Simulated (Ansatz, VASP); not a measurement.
# One calculation of SnO, two programs

```xyz
4
Lattice="3.8020 0.0000 0.0000 0.0000 3.8020 0.0000 0.0000 0.0000 4.8360" Properties=species:S:1:pos:R:3 pbc="T T T"
Sn    0.0000    1.9010    1.1534
Sn    1.9010    0.0000    3.6826
O     0.0000    0.0000    0.0000
O     1.9010    1.9010    0.0000
```

Alike in both runs: task electric field gradients; functional PBEsol; k mesh 8 × 8 × 6; occupations fermi-dirac, width 0.01 eV; no spin polarisation.

```csv
,VASP,Ansatz
version,VASP 6.6.1,Ansatz 0.2.0
potentials or method,"VASP PAW PBE potentials, release 64 (Sn_d, O), cutoff 520 eV","all-electron PAW with datasets made for the crystal, scalar-relativistic"
```

|  | VASP | Ansatz | Ansatz less VASP |
| --- | --- | --- | --- |
| pressure (GPa) | 0.2 | -0.1 | -0.28 |
| traceless stress, the component that is largest in VASP (GPa) | -0.27 | -0.27 | +0.001 |
| rms of the force components (eV/Å) | 0.061 | 0.026 | -0.0351 |
| size of Vzz on the site where it differs most (V/Å²) | 161.6 | 168.8 | +7.20 |

VASP's potentials were made for PBE, not for PBEsol. Atom by atom the forces differ by 0.035 eV/Å (rms over components). Ansatz ran all-electron here, and VASP with PAW potentials.
